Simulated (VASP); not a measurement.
# H21O10F in VASP: notebook

Runs on H21O10F. Level: PBE+D3(BJ). Tasks: single point.

Program: VASP 6.6.1. These are calculated values, not measurements. Logs are shortened: lines on timing, memory, paths and dates and some standing lists are left out, and cuts for length are marked.

### 1 The cell of the first run

The cell holds a disordered packing, 32 atoms: a = 6.699 Å, b = 6.699 Å, c = 6.699 Å, α = 90.00°, β = 90.00°, γ = 90.00°.

### 2 Single point, PBE+D3(BJ)

The input, INCAR:

```
SYSTEM = H21O10F
PREC = Accurate ; ENCUT = 520
EDIFF = 1E-6 ; ISMEAR = -1
SIGMA = 0.02 ; LREAL = Auto
LASPH = .True. ; NELM = 80
ALGO = Normal ; ISIF = 2
LWAVE = .False. ; LCHARG = .False.
GGA = PE ; IVDW = 12
NBANDS = 66
```

The input, KPOINTS:

```
Automatic mesh
0
Gamma
  1 1 1
  0 0 0
```

The input, POSCAR:

```
H21O10F
1.0
    6.6987890000      0.0000000000      0.0000000000
    0.0000000000      6.6987890000      0.0000000000
    0.0000000000      0.0000000000      6.6987890000
O H F
10 21 1
Direct
    0.2623160694      0.2010661927      0.7464035664
    0.0139876028      0.5224377122      0.1976476644
    0.7319531933      0.5692670720      0.6560887348
    0.4525594104      0.4844606988      0.2494182157
    0.6004965972      0.8747551236      0.3606323471
    0.1371740474      0.0404550733      0.2384162272
    0.8062054201      0.2726462947      0.9514555541
    0.5176010171      0.0280349180      1.0217070578
    0.8911461460      0.1295159468      0.5252441897
    1.0233491456      0.7738562895      0.8975502886
    0.1206934567      0.1732850520      0.7788124092
    0.2934560262      0.1163643160      0.6275164063
    0.0104347219      0.6379212720      0.1072283363
    0.1583569806      0.4860580024      0.2067537879
    0.6080203452      0.6350849385      0.6291435661
    0.8053097358      0.5665949472      0.5251247651
    0.5159290732      0.6035568518      0.2907689733
    0.5291105601      0.4508426822      0.1324717050
    0.7163981430      0.9527990806      0.4138807776
    0.5523684953      0.9196438341      0.2230701698
    0.0908671702     -0.0228250211      0.1159463300
    0.2806626690      0.0562041885      0.2408345747
    0.8924598162      0.3510933096      1.0545488147
    0.7871124169      0.3663199423      0.8411072509
    0.6231872656      0.1265004764      1.0065550654
    0.4120147686      0.0918822790      0.9410357603
    0.7888739293      0.2331764741      0.5445909701
    0.9981953455      0.1493254975      0.4235840239
    0.9028497539      0.7647650941      0.8144158593
    1.1402210161      0.7574503392      0.8124901381
    0.4284953594      0.8320608397      0.4941490171
    0.3212819511      0.7968156632      0.5935998283
```

Potentials or basis: VASP PAW PBE potentials, release 64 (O, H, F).

Command:

```bash
cat potpaw_PBE.64/O/POTCAR potpaw_PBE.64/H/POTCAR potpaw_PBE.64/F/POTCAR > POTCAR
mpirun -np 1 vasp_gam > vasp.out
```

OUTCAR:

```text
SYSTEM = H21O10F
   PREC = Accurate
   ENCUT = 520
   EDIFF = 1E-6
   ISMEAR = -1
   LREAL = Auto
   LASPH = .True.
   NELM = 80
   ISIF = 2
   GGA = PE
   IVDW = 12
 IVDW          = 12

 ion  position               nearest neighbor table
   1  0.262  0.201  0.746-  11 0.99  12 1.00
   2  0.014  0.522  0.198-  13 0.98  14 1.00
   3  0.732  0.569  0.656-  15 0.96  16 1.01
   4  0.453  0.484  0.249-  17 0.95  18 0.96
   5  0.600  0.875  0.361-  19 1.00  20 1.02
   6  0.137  0.040  0.238-  22 0.97  21 0.97
   7  0.806  0.273  0.951-  24 0.98  23 1.04
   8  0.518  0.028  0.022-  25 0.97  26 0.99
   9  0.891  0.130  0.525-  27 0.98  28 1.00
  10  0.023  0.774  0.898-  30 0.97  29 0.98
  11  0.121  0.173  0.779-   1 0.99
  12  0.293  0.116  0.628-   1 1.00
  13  0.010  0.638  0.107-   2 0.98
  14  0.158  0.486  0.207-   2 1.00
  15  0.608  0.635  0.629-   3 0.96
  16  0.805  0.567  0.525-   3 1.01
[... 14 lines left out ...]
  31  0.428  0.832  0.494-  32 1.01
  32  0.321  0.797  0.594-  31 1.01

  LATTYP: Found a simple cubic cell.
 ALAT       =     6.6987890000

  Lattice vectors:

 A1 = (   6.6987890000,   0.0000000000,   0.0000000000)
 A2 = (   0.0000000000,   6.6987890000,   0.0000000000)
 A3 = (   0.0000000000,   0.0000000000,   6.6987890000)

Analysis of symmetry for initial positions (statically):
=====================================================================
 Subroutine PRICEL returns:
 Original cell was already a primitive cell.

 Routine SETGRP: Setting up the symmetry group for a
 simple cubic supercell.

 Subroutine GETGRP returns: Found  1 space group operations
 (whereof  1 operations were pure point group operations)
 out of a pool of 48 trial point group operations.

The static configuration has the point symmetry C_1 .

Analysis of symmetry for dynamics (positions and initial velocities):
=====================================================================
 Subroutine PRICEL returns:
 Original cell was already a primitive cell.

 Routine SETGRP: Setting up the symmetry group for a
 simple cubic supercell.

 Subroutine GETGRP returns: Found  1 space group operations
 (whereof  1 operations were pure point group operations)
 out of a pool of 48 trial point group operations.

The dynamic configuration has the point symmetry C_1 .

 Subroutine INISYM returns: Found  1 space group operations
 (whereof  1 operations are pure point group operations),
 and found     1 'primitive' translations

----------------------------------------------------------------------------------------

                                     Primitive cell

  volume of cell :     300.5999

  direct lattice vectors                    reciprocal lattice vectors
     6.698789000  0.000000000  0.000000000     0.149280713  0.000000000  0.000000000
     0.000000000  6.698789000  0.000000000     0.000000000  0.149280713  0.000000000
     0.000000000  0.000000000  6.698789000     0.000000000  0.000000000  0.149280713

  length of vectors
     6.698789000  6.698789000  6.698789000     0.149280713  0.149280713  0.149280713

  position of ions in fractional coordinates (direct lattice)
     0.262316069  0.201066193  0.746403566
     0.013987603  0.522437712  0.197647664
     0.731953193  0.569267072  0.656088735
     0.452559410  0.484460699  0.249418216
     0.600496597  0.874755124  0.360632347
     0.137174047  0.040455073  0.238416227
[... 24 lines left out ...]
     0.428495359  0.832060840  0.494149017
     0.321281951  0.796815663  0.593599828

  ion indices of the primitive-cell ions
   primitive index   ion index
                 1           1
                 2           2
                 3           3
                 4           4
                 5           5
                 6           6
[... 24 lines left out ...]
                31          31
                32          32

----------------------------------------------------------------------------------------

 KPOINTS: Automatic mesh

Automatic generation of k-mesh.
 Grid dimensions read from file:
 generate k-points for:    1    1    1

 Generating k-lattice:

  Cartesian coordinates                     Fractional coordinates (reciprocal lattice)
     0.149280713  0.000000000  0.000000000     1.000000000  0.000000000  0.000000000
     0.000000000  0.149280713  0.000000000     0.000000000  1.000000000  0.000000000
     0.000000000  0.000000000  0.149280713     0.000000000  0.000000000  1.000000000

  Length of vectors
     0.149280713  0.149280713  0.149280713

  Shift w.r.t. Gamma in fractional coordinates (k-lattice)
     0.000000000  0.000000000  0.000000000

 Subroutine IBZKPT returns following result:
 ===========================================

 Found      1 irreducible k-points:

 Following reciprocal coordinates:
            Coordinates               Weight
  0.000000  0.000000  0.000000      1.000000
   k-points           NKPTS =      1   k-points in BZ     NKDIM =      1   number of bands    NBANDS=     66
   number of dos      NEDOS =    301   number of ions     NIONS =     32
   total plane-waves  NPLWV = 125000
   dimension x,y,z NGX =    50 NGY =   50 NGZ =   50
   dimension x,y,z NGXF=   100 NGYF=  100 NGZF=  100
   ions per type =              10  21   1
   NGX,Y,Z   is equivalent  to a cutoff of  12.41, 12.41, 12.41 a.u.
   NGXF,Y,Z  is equivalent  to a cutoff of  24.82, 24.82, 24.82 a.u.
 SYSTEM =  H21O10F
   PREC   = accura    normal or accurate (medium, high low for compatibility)
   ISTART =      0    job   : 0-new  1-cont  2-samecut
   ICHARG =      2    charge: 1-file 2-atom 10-const
   ISPIN  =      1    spin polarized calculation?
   LNONCOLLINEAR =      F non collinear calculations
   LSORBIT =      F    spin-orbit coupling
   LASPH  =      T    aspherical Exc in radial PAW
   ENCUT  =  520.0 eV  38.22 Ry    6.18 a.u.  12.46 12.46 12.46*2*pi/ulx,y,z
   NELM   =     80;   NELMIN=  2; NELMDL= -5     # of ELM steps
   EDIFF  = 0.1E-05   stopping-criterion for ELM
   LREAL  =      T    real-space projection
   EDIFFG = 0.1E-04   stopping-criterion for IOM
   NSW    =      0    number of steps for IOM
   IBRION =     -1    ionic relax: 0-MD 1-quasi-New 2-CG
   NFREE  =      0    steps in history (QN), initial steepest desc. (CG)
   ISIF   =      2    stress and relaxation
   ISYM   =      2    0-nonsym 1-usesym 2-fastsym
   POTIM  = 0.5000    time-step for ionic-motion
   TEBEG  =    0.0;   TEEND  =   0.0 temperature during run
   PSTRESS=    0.0 pullay stress
   NELECT =      88.0000    total number of electrons
   NUPDOWN=      -1.0000    fix difference up-down
   EMIN   =  10.00;   EMAX   =-10.00  energy-range for DOS
   EFERMI =   0.00;   METHOD = LEGACY
   ISMEAR =    -1;   SIGMA  =   0.02  broadening in eV -4-tet -1-fermi 0-gaus
   EFERMI_NEDOS =   21; number of points for ismear=-14 and -15
   IALGO  =     38    algorithm
   IMIX   =      4    mixing-type and parameters
     AMIX     =   0.40;   BMIX     =  1.00
     AMIX_MAG =   1.60;   BMIX_MAG =  1.00
  volume/ion in A,a.u.               =       9.39        63.39
  Fermi-wavevector in a.u.,A,eV,Ry     =   1.087025  2.054179 16.076954  1.181623
  Thomas-Fermi vector in A             =   2.223175
   LORBIT       =      0    0 simple, 1 ext, 2 COOP (PROOUT), +10 PAW based schemes
   GGA     = PE    functional components
   LHFCALC =     F    Hartree Fock is set to
   AEXX    =    0.0000 exact exchange contribution
   IVDW    =    12    specifies the selected vdW correction
   LEPSILON=     F    determine dielectric tensor
   LRPA    =     F    only Hartree local field effects (RPA)
 non-spin polarized calculation
  energy-cutoff  :      520.00
  volume of cell :      300.60
 maximum number of plane-waves:      4109
 NGX is ok and might be reduce to    50
   NGX = 25   NGY = 25   NGZ = 25

 number of electron      87.9999992 magnetization

 Free energy of the ion-electron system (eV)
  ---------------------------------------------------
  ext. energy  EPLUGINS =         0.00000000
  ---------------------------------------------------
  free energy    TOTEN  =      -154.08678843 eV

  energy without entropy =     -154.08678843  energy(sigma->0) =     -154.08678843

 E-fermi :  -2.9192     XC(G=0):  -7.1289

 val. band max:       -3.4261701015   @ k =   0.0000   0.0000   0.0000
 cond. band min:       1.2670885489   @ k =   0.0000   0.0000   0.0000
 fundamental gap:      4.6932586504
 Fermi energy:        -2.9192035718

 k-point     1 :       0.0000    0.0000    0.0000
  band No.  band energies     occupation
      1     -25.7499      2.00000
      2     -22.6421      2.00000
      3     -22.3490      2.00000
      4     -22.1550      2.00000
      5     -22.1218      2.00000
      6     -21.8567      2.00000
[... 48 lines left out ...]
     55       6.9630      0.00000
     56       7.0206      0.00000
 [bands above 56 left out]

------------------------ aborting loop because EDIFF is reached ----------------------------------------

 Edisp (eV)   -1.14636

 E8    (eV) :    -0.2340

  FORCE on cell =-STRESS in cart. coord.  units (eV):
  Direction    XX          YY          ZZ          XY          YZ          ZX
  --------------------------------------------------------------------------------------
  -------------------------------------------------------------------------------------
  Total      -2.18596     2.17056    -0.94630     0.68819    -2.19402     0.77792
  in kB     -11.65100    11.56891    -5.04369     3.66800   -11.69395     4.14626
  external pressure =       -1.71 kB  Pullay stress =        0.00 kB

 VOLUME and BASIS-vectors are now :
 -----------------------------------------------------------------------------
  energy-cutoff  :      520.00
  volume of cell :      300.60
      direct lattice vectors                 reciprocal lattice vectors
     6.698789000  0.000000000  0.000000000     0.149280713  0.000000000  0.000000000
     0.000000000  6.698789000  0.000000000     0.000000000  0.149280713  0.000000000
     0.000000000  0.000000000  6.698789000     0.000000000  0.000000000  0.149280713

 POSITION                                       TOTAL-FORCE (eV/Angst)
 -----------------------------------------------------------------------------------
      1.75720      1.34690      5.00000         0.041866     -0.495111     -0.341733
      0.09370      3.49970      1.32400         0.459850     -0.868481      0.577875
      4.90320      3.81340      4.39500         1.589542     -0.503714     -0.862971
      3.03160      3.24530      1.67080        -0.927007     -1.298446     -0.288256
      4.02260      5.85980      2.41580        -0.606966     -0.650552      0.326081
      0.91890      0.27100      1.59710        -0.361953      0.381795      0.687501
[... 24 lines left out ...]
      2.87040      5.57380      3.31020         0.260990      0.233911     -0.073501
      2.15220      5.33770      3.97640         0.228710     -0.111504     -0.051943
 -----------------------------------------------------------------------------------
    total drift:                                0.007006      0.004202     -0.001812

  FREE ENERGIE OF THE ION-ELECTRON SYSTEM (eV)
  ---------------------------------------------------
  free  energy   TOTEN  =      -155.2331515888 eV

  energy  without entropy=     -155.2331515887  energy(sigma->0) =     -155.23315159
```

Wall time 2 min (1 thread of Intel Xeon 8259CL, shared host); peak memory 0.32 GiB.

Results:

| Property | Result |
| --- | --- |
| Free energy | -155.2332 eV |
| Pressure | -0.2 GPa |
| Largest force | 1.878 eV/Å |
| Band gap on the k mesh | 4.69 eV |
| Dispersion energy per atom | -0.036 eV |

Forces on the atoms (eV/Å):
```
O    0.042 -0.495 -0.342
O    0.460 -0.868  0.578
O    1.590 -0.504 -0.863
O   -0.927 -1.298 -0.288
O   -0.607 -0.651  0.326
O   -0.362  0.382  0.688
O    0.925  0.798  1.107
O   -0.982 -0.640  0.146
O   -0.824 -0.602  0.440
O   -0.129  0.569  0.338
H    0.415  0.063 -0.433
H   -0.497  0.525  1.118
H    0.133  0.064 -0.371
H   -0.658  0.322  0.108
H   -0.909  0.267 -0.116
H   -0.523  0.156  0.942
H    0.617  1.546  0.687
H    0.249 -0.506 -0.575
H   -0.090  0.223 -0.221
H    0.599  0.484  0.183
H    0.257 -0.117 -0.268
H    0.170 -0.075 -0.652
H   -0.618 -0.401 -0.761
H   -0.083  0.197 -0.051
H    1.354  0.605 -0.072
H   -0.507 -0.254 -0.360
H    0.979 -0.010 -0.570
H   -0.797  0.221 -0.191
H    0.327 -0.136 -0.094
H   -0.092  0.014 -0.306
H    0.261  0.234 -0.074
F    0.229 -0.112 -0.052
```

Stress tensor (GPa, compression positive):
```
-1.17  0.37  0.41
 0.37  1.16 -1.17
 0.41 -1.17 -0.50
```

Caveat: the k points lie up to 0.94 Å⁻¹ apart; the atoms stand as in a frame of molecular dynamics.

### 3 Single point, PBE+D3(BJ)

The input, INCAR:

```
SYSTEM = H21O10F
ALGO     = Normal         ! electronic algorithm
EDIFF    = 1E-6           ! SCF threshold, eV
ENCUT    = 520            ! plane-wave cutoff, eV
GGA      = PE             ! functional
ISIF     = 2              ! what is computed and relaxed
ISMEAR   = -1             ! smearing method
IVDW     = 12             ! dispersion correction
LASPH    = .True.         ! aspherical terms in the spheres
LCHARG   = .False.        ! write CHGCAR
LREAL    = Auto         
LWAVE    = .False.        ! write WAVECAR
NBANDS   = 66             ! bands
NELM     = 80             ! most SCF steps
PREC     = Accurate       ! precision mode
SIGMA    = 0.02           ! smearing width, eV
```

The input, KPOINTS:

```
k-points
0
Gamma
  1 1 1
  0 0 0
```

The input, POSCAR:

```
H21O10F
1.0
    6.6987890000      0.0000000000      0.0000000000
    0.0000000000      6.6987890000      0.0000000000
    0.0000000000      0.0000000000      6.6987890000
O H F
10 21 1
Direct
    0.2557327899      0.1832122194      0.7617496237
    0.0058518040      0.5206314156      0.2076345441
    0.7211751258      0.5778656411      0.6357567017
    0.4212851009      0.4402288234      0.2380878096
    0.6078113522      0.8590806488      0.3426738773
    0.1446380831      0.0064638549      0.2159644079
    0.7759312915      0.2866637537      0.9663836255
    0.5415904278     -0.0351108238      0.9853572041
    0.8675000810      0.1019139430      0.4930443398
    1.0159746784      0.7989055932      0.8816369645
    0.1128562192      0.2153075728      0.7347745988
    0.2866338976      0.0809698589      0.6556408927
    0.0274676512      0.6242322306      0.1052727590
    0.1444440182      0.4952984786      0.2421930292
    0.5866134909      0.5501143565      0.6606268685
    0.7162936465      0.6568202103      0.5146004748
    0.4834008057      0.5723571828      0.2590318937
    0.5213031788      0.3563927749      0.1676571691
    0.6966333766      0.9708172626      0.3948176305
    0.5635496207      0.9088508386      0.1976625924
    0.0922704089     -0.0708635546      0.0988238322
    0.1593273053      0.1324418488      0.1534605732
    0.8545275870      0.3442413248      1.0711786862
    0.7581818147      0.3924142110      0.8621558314
    0.6478932237      0.0662955648      0.9694140239
    0.4142689074      0.0181674628      0.9312578736
    0.8539155361      0.2415959064      0.4495588680
    0.9818192512      0.0763421568      0.3890404669
    0.9069848296      0.7468364804      0.7920983927
    1.1076031802      0.8544529466      0.7847985658
    0.4531714613      0.8670373108      0.4822214881
    0.3470627303      0.8268061585      0.5892706876
```

Potentials or basis: VASP PAW PBE potentials, release 64 (O, H, F).

Command:

```bash
cat potpaw_PBE.64/O/POTCAR potpaw_PBE.64/H/POTCAR potpaw_PBE.64/F/POTCAR > POTCAR
mpirun -np 1 vasp_gam > vasp.out
```

It took 2.1 min on 1 thread of Intel Xeon 8259CL, shared host; peak memory 0.32 GiB.

The run converged. Its results:

```
Free energy                : -155.2245 eV
Pressure                   : -0.4 GPa
Largest force              : 2.414 eV/Å
Band gap on the k mesh     : 4.96 eV
Dispersion energy per atom : -0.036 eV
```

Forces on the atoms (eV/Å):
```
O   -0.707 -0.468 -0.885
O   -0.143  0.301 -0.190
O    2.141 -0.143  0.274
O    0.517  0.021 -0.018
O   -0.603  0.685 -0.253
O   -0.529 -1.080 -0.148
O   -1.094  0.069 -1.565
O   -0.290 -0.299  0.134
O    1.516  0.985 -1.599
O   -0.983 -0.519 -0.569
H    0.819 -0.196  0.275
H   -0.132  0.607  0.718
H   -0.470 -0.143 -0.162
H    0.583 -0.467  0.302
H   -2.253 -0.230  0.475
H    0.138  0.363 -0.663
H   -0.053 -0.602 -0.167
H   -0.475  0.642  0.149
H    0.203 -0.400  0.014
H    0.135 -0.442  0.520
H   -0.143  0.009  0.605
H    0.531  1.552 -0.511
H    1.053  0.957  0.844
H    0.331 -0.789  0.684
H   -0.298  0.303 -0.348
H    0.701  0.148  0.170
H   -0.669  0.180  0.759
H   -0.693 -0.991  0.843
H    0.286  0.170  0.879
H    0.618  0.052 -0.195
H    0.102 -0.635 -0.383
F   -0.141  0.359  0.011
```

Stress tensor (GPa, compression positive):
```
 0.37  0.66  0.11
 0.66 -0.27 -0.41
 0.11 -0.41 -1.28
```

Levels at points of the mesh, in eV from the valence-band top:
```tsv
k point	band 41	band 42	band 43	band 44	band 45	band 46	band 47	band 48
(0.00, 0.00, 0.00)	-0.26	-0.12	-0.07	0.00	4.96	8.18	8.33	8.50
```

Caveat: the k points lie up to 0.94 Å⁻¹ apart; the atoms stand as in a frame of molecular dynamics.

(Continued in part 2 of 2.)
